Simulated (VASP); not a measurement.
# MoS2 in VASP: single point with LDA

Aim: the single point of MoS2 with LDA.

Program: VASP 6.6.1. These are calculated values, not measurements. Logs are shortened: lines on timing, memory, paths and dates and some standing lists are left out, and cuts for length are marked.

### 1 The cell of the first run

The cell holds a slab with vacuum, 3 atoms: a = 3.184 Å, b = 3.184 Å, c = 17.335 Å, α = 90.00°, β = 90.00°, γ = 120.00°.

### 2 Single point, LDA

File INCAR:

```
SYSTEM = MoS2
  ALGO = Normal
  EDIFF = 1E-6
  ENCUT = 500
  GGA = CA
  GGA_COMPAT = .False.
  ISIF = 2
  ISMEAR = -1
  LASPH = .True.
  LCHARG = .False.
  LREAL = .False.
  LWAVE = .False.
  NBANDS = 20
  NELM = 120
  PREC = Accurate
  SIGMA = 0.05
```

File KPOINTS:

```
k-points
0
Gamma
  12 12 2
  0 0 0
```

File POSCAR:

```
MoS2
1.0
    3.1841260800      0.0000000000      0.0000000000
   -1.5920630400      2.7575340800      0.0000000000
    0.0000000000      0.0000000000     17.3345999500
Mo S
1 2
Direct
    0.0000000000      0.0000000000      0.0000000000
    0.3333333333      0.6666666667      0.0894929800
    0.3333333333      0.6666666667      0.9105070200
```

Potentials or basis: VASP PAW LDA potentials, release 64 (Mo_sv, S).

Command:

```sh
> cat potpaw_LDA.64/Mo_sv/POTCAR potpaw_LDA.64/S/POTCAR > POTCAR
> mpirun -np 1 vasp_std > vasp.out
```

OUTCAR:

```text
SYSTEM = MoS2
   EDIFF = 1E-6
   ENCUT = 500
   GGA = CA
   ISIF = 2
   ISMEAR = -1
   LASPH = .True.
   LREAL = .False.
   NELM = 120
   PREC = Accurate

 ion  position               nearest neighbor table
   1  0.000  0.000  0.000-   2 2.41   3 2.41   2 2.41   3 2.41   2 2.41   3 2.41
   2  0.333  0.667  0.089-   1 2.41   1 2.41   1 2.41
   3  0.333  0.667  0.911-   1 2.41   1 2.41   1 2.41

  LATTYP: Found a hexagonal cell.
 ALAT       =     3.1841260800
 C/A-ratio  =     5.4440683297

  Lattice vectors:

 A1 = (   3.1841260800,   0.0000000000,   0.0000000000)
 A2 = (  -1.5920630400,   2.7575340800,   0.0000000000)
 A3 = (   0.0000000000,   0.0000000000,  17.3345999500)

Analysis of symmetry for initial positions (statically):
=====================================================================
 Subroutine PRICEL returns:
 Original cell was already a primitive cell.

 Routine SETGRP: Setting up the symmetry group for a
 hexagonal supercell.

 Subroutine GETGRP returns: Found 12 space group operations
 (whereof 12 operations were pure point group operations)
 out of a pool of 24 trial point group operations.

The static configuration has the point symmetry D_3h.

Analysis of symmetry for dynamics (positions and initial velocities):
=====================================================================
 Subroutine PRICEL returns:
 Original cell was already a primitive cell.

 Routine SETGRP: Setting up the symmetry group for a
 hexagonal supercell.

 Subroutine GETGRP returns: Found 12 space group operations
 (whereof 12 operations were pure point group operations)
 out of a pool of 24 trial point group operations.

The dynamic configuration has the point symmetry D_3h.

 Subroutine INISYM returns: Found 12 space group operations
 (whereof 12 operations are pure point group operations),
 and found     1 'primitive' translations

----------------------------------------------------------------------------------------

                                     Primitive cell

  volume of cell :     152.2036

  direct lattice vectors                    reciprocal lattice vectors
     3.184126080  0.000000000  0.000000000     0.314057916  0.181321422  0.000000000
    -1.592063040  2.757534080  0.000000000     0.000000000  0.362642844  0.000000000
     0.000000000  0.000000000 17.334599950     0.000000000  0.000000000  0.057688092

  length of vectors
     3.184126080  3.184126085 17.334599950     0.362642844  0.362642844  0.057688092

  position of ions in fractional coordinates (direct lattice)
     0.000000000  0.000000000  0.000000000
     0.333333333  0.666666667  0.089492980
     0.333333333  0.666666667  0.910507020

  ion indices of the primitive-cell ions
   primitive index   ion index
                 1           1
                 2           2
                 3           3

----------------------------------------------------------------------------------------

 KPOINTS: k-points

Automatic generation of k-mesh.
 Grid dimensions read from file:
 generate k-points for:   12   12    2

 Generating k-lattice:

  Cartesian coordinates                     Fractional coordinates (reciprocal lattice)
     0.026171493  0.015110118  0.000000000     0.083333333 -0.000000000  0.000000000
     0.000000000  0.030220237  0.000000000     0.000000000  0.083333333  0.000000000
     0.000000000  0.000000000  0.028844046     0.000000000  0.000000000  0.500000000

  Length of vectors
     0.030220237  0.030220237  0.028844046

  Shift w.r.t. Gamma in fractional coordinates (k-lattice)
     0.000000000  0.000000000  0.000000000

 Subroutine IBZKPT returns following result:
 ===========================================

 Found     38 irreducible k-points:

 Following reciprocal coordinates:
            Coordinates               Weight
  0.000000  0.000000  0.000000      1.000000
  0.083333  0.000000  0.000000      6.000000
  0.166667  0.000000  0.000000      6.000000
  0.250000  0.000000  0.000000      6.000000
  0.333333  0.000000  0.000000      6.000000
  0.416667  0.000000  0.000000      6.000000
[... 16 lines left out ...]
  0.250000  0.000000  0.500000      6.000000
  0.333333  0.000000  0.500000      6.000000
 [... further k-points ...]
   k-points           NKPTS =     38   k-points in BZ     NKDIM =     38   number of bands    NBANDS=     20
   number of dos      NEDOS =    301   number of ions     NIONS =      3
   total plane-waves  NPLWV =  72576
   dimension x,y,z NGX =    24 NGY =   24 NGZ =  126
   dimension x,y,z NGXF=    48 NGYF=   48 NGZF=  252
   ions per type =               1   2
   NGX,Y,Z   is equivalent  to a cutoff of  12.53, 12.53, 12.08 a.u.
   NGXF,Y,Z  is equivalent  to a cutoff of  25.06, 25.06, 24.17 a.u.
 SYSTEM =  MoS2
   PREC   = accura    normal or accurate (medium, high low for compatibility)
   ISTART =      0    job   : 0-new  1-cont  2-samecut
   ICHARG =      2    charge: 1-file 2-atom 10-const
   ISPIN  =      1    spin polarized calculation?
   LNONCOLLINEAR =      F non collinear calculations
   LSORBIT =      F    spin-orbit coupling
   LASPH  =      T    aspherical Exc in radial PAW
   ENCUT  =  500.0 eV  36.75 Ry    6.06 a.u.   5.81  5.81 31.60*2*pi/ulx,y,z
   NELM   =    120;   NELMIN=  2; NELMDL= -5     # of ELM steps
   EDIFF  = 0.1E-05   stopping-criterion for ELM
   LREAL  =      F    real-space projection
   EDIFFG = 0.1E-04   stopping-criterion for IOM
   NSW    =      0    number of steps for IOM
   IBRION =     -1    ionic relax: 0-MD 1-quasi-New 2-CG
   NFREE  =      0    steps in history (QN), initial steepest desc. (CG)
   ISIF   =      2    stress and relaxation
   ISYM   =      2    0-nonsym 1-usesym 2-fastsym
   POTIM  = 0.5000    time-step for ionic-motion
   TEBEG  =    0.0;   TEEND  =   0.0 temperature during run
   PSTRESS=    0.0 pullay stress
   NELECT =      26.0000    total number of electrons
   NUPDOWN=      -1.0000    fix difference up-down
   EMIN   =  10.00;   EMAX   =-10.00  energy-range for DOS
   EFERMI =   0.00;   METHOD = LEGACY
   ISMEAR =    -1;   SIGMA  =   0.05  broadening in eV -4-tet -1-fermi 0-gaus
   EFERMI_NEDOS =   21; number of points for ismear=-14 and -15
   IALGO  =     38    algorithm
   IMIX   =      4    mixing-type and parameters
     AMIX     =   0.40;   BMIX     =  1.00
     AMIX_MAG =   1.60;   BMIX_MAG =  1.00
  volume/ion in A,a.u.               =      50.73       342.37
  Fermi-wavevector in a.u.,A,eV,Ry     =   0.908359  1.716550 11.226391  0.825116
  Thomas-Fermi vector in A             =   2.032276
   LORBIT       =      0    0 simple, 1 ext, 2 COOP (PROOUT), +10 PAW based schemes
   GGA     = CA    functional components
   LHFCALC =     F    Hartree Fock is set to
   AEXX    =    0.0000 exact exchange contribution
   IVDW    =     0    specifies the selected vdW correction
   LEPSILON=     F    determine dielectric tensor
   LRPA    =     F    only Hartree local field effects (RPA)
 non-spin polarized calculation
  energy-cutoff  :      500.00
  volume of cell :      152.20
 maximum number of plane-waves:      3896
 NGX is ok and might be reduce to    24
   NGX = 11   NGY = 11   NGZ = 63

 number of electron      25.9999998 magnetization

 Free energy of the ion-electron system (eV)
  ---------------------------------------------------
  ext. energy  EPLUGINS =         0.00000000
  ---------------------------------------------------
  free energy    TOTEN  =       -24.32253323 eV

  energy without entropy =      -24.32253322  energy(sigma->0) =      -24.32253323

 E-fermi :  -0.8034     XC(G=0):  -4.4952

 val. band max:       -1.6149540411   @ k =   0.0000   0.0000   0.0000
 cond. band min:      -0.0213814545   @ k =   0.3333   0.3333   0.0000
 fundamental gap:      1.5935725866
 Fermi energy:        -0.8034236315

 k-point     1 :       0.0000    0.0000    0.0000
  band No.  band energies     occupation
      1     -62.1438      2.00000
      2     -36.4883      2.00000
      3     -36.2709      2.00000
      4     -36.2709      2.00000
      5     -15.6726      2.00000
      6     -14.3163      2.00000
[... 12 lines left out ...]
     19       4.2585      0.00000
     20       4.5503      0.00000

 k-point     2 :       0.0833    0.0000    0.0000
  band No.  band energies     occupation
      1     -62.1412      2.00000
      2     -36.4832      2.00000
      3     -36.2970      2.00000
      4     -36.2768      2.00000
      5     -15.5689      2.00000
      6     -14.2752      2.00000
[... 12 lines left out ...]
     19       4.3915      0.00000
     20       4.9509      0.00000

 k-point     3 :       0.1667    0.0000    0.0000
  band No.  band energies     occupation
      1     -62.1342      2.00000
      2     -36.4692      2.00000
      3     -36.3679      2.00000
      4     -36.2930      2.00000
      5     -15.2743      2.00000
      6     -14.1585      2.00000
[... 12 lines left out ...]
     19       4.7737      0.00000
     20       5.6785      0.00000

 k-point     4 :       0.2500    0.0000    0.0000
  band No.  band energies     occupation
      1     -62.1245      2.00000
      2     -36.4634      2.00000
      3     -36.4501      2.00000
      4     -36.3150      2.00000
      5     -14.8386      2.00000
      6     -13.9873      2.00000
[... 12 lines left out ...]
     19       5.3511      0.00000
     20       6.2524      0.00000

 k-point     5 :       0.3333    0.0000    0.0000
  band No.  band energies     occupation
      1     -62.1149      2.00000
      2     -36.5575      2.00000
      3     -36.4310      2.00000
      4     -36.3369      2.00000
      5     -14.3504      2.00000
      6     -13.7994      2.00000
[... 12 lines left out ...]
     19       5.9247      0.00000
     20       6.2229      0.00000
[... 353 lines left out ...]
      6     -14.2752      2.00000
[... 12 lines left out ...]
     19       4.2286      0.00000
     20       5.0637      0.00000

 k-point    22 :       0.1667    0.0000    0.5000
  band No.  band energies     occupation
      1     -62.1342      2.00000
      2     -36.4692      2.00000
      3     -36.3679      2.00000
      4     -36.2930      2.00000
      5     -15.2743      2.00000
      6     -14.1585      2.00000
[... 12 lines left out ...]
     19       4.6249      0.00000
     20       5.8983      0.00000

 k-point    23 :       0.2500    0.0000    0.5000
  band No.  band energies     occupation
      1     -62.1245      2.00000
      2     -36.4634      2.00000
      3     -36.4501      2.00000
      4     -36.3150      2.00000
      5     -14.8386      2.00000
      6     -13.9873      2.00000
[... 12 lines left out ...]
     19       5.2308      0.00000
     20       6.4603      0.00000

 k-point    24 :       0.3333    0.0000    0.5000
  band No.  band energies     occupation
      1     -62.1149      2.00000
      2     -36.5575      2.00000
      3     -36.4310      2.00000
      4     -36.3369      2.00000
      5     -14.3504      2.00000
      6     -13.7994      2.00000
[... 12 lines left out ...]
     19       5.8824      0.00000
     20       6.2343      0.00000

 [... further k-points ...]
[... 5 lines left out ...]
  --------------------------------------------------------------------------------------
  -------------------------------------------------------------------------------------
  Total       -2.2464739     -2.2464739     -1.1978612      0.0000000     -0.0000000      0.0000000
  in kB      -23.6475955    -23.6475956    -12.6093329      0.0000000     -0.0000000      0.0000000
  external PRESSURE =     -19.9681747 kB  Pullay stress =       0.0000000 kB

 VOLUME and BASIS-vectors are now :
 -----------------------------------------------------------------------------
  energy-cutoff  :      500.00
  volume of cell :      152.20
      direct lattice vectors                 reciprocal lattice vectors
     3.184126080  0.000000000  0.000000000     0.314057916  0.181321422  0.000000000
    -1.592063040  2.757534080  0.000000000     0.000000000  0.362642844  0.000000000
     0.000000000  0.000000000 17.334599950     0.000000000  0.000000000  0.057688092

 POSITION                                       TOTAL-FORCE (eV/Angst)
 -----------------------------------------------------------------------------------
      0.00000      0.00000      0.00000         0.000000     -0.000000      0.000000
     -0.00000      1.83836      1.55133        -0.000000     -0.000000     -0.377423
     -0.00000      1.83836     15.78327        -0.000000      0.000000      0.377423
 -----------------------------------------------------------------------------------
    total drift:                                0.000000      0.000000     -0.000000

  FREE ENERGIE OF THE ION-ELECTRON SYSTEM (eV)
  ---------------------------------------------------
  free  energy   TOTEN  =       -24.3225332309 eV

  energy  without entropy=      -24.3225332227  energy(sigma->0) =      -24.32253323
```

Run time: 2.7 min. Hardware: 1 thread of Intel Xeon 6975P-C, shared host; peak memory 0.26 GiB.

Results:

```yaml
Free_energy: -24.3225 eV
Largest_force: 0.377 eV/Å
Band_gap_on_the_k_mesh: 1.59 eV, indirect (least direct gap 1.66 eV)
```

Forces in eV/Å, atoms in the order of the input:
```
Mo   0.000  0.000  0.000
S    0.000  0.000 -0.377
S    0.000  0.000  0.377
```
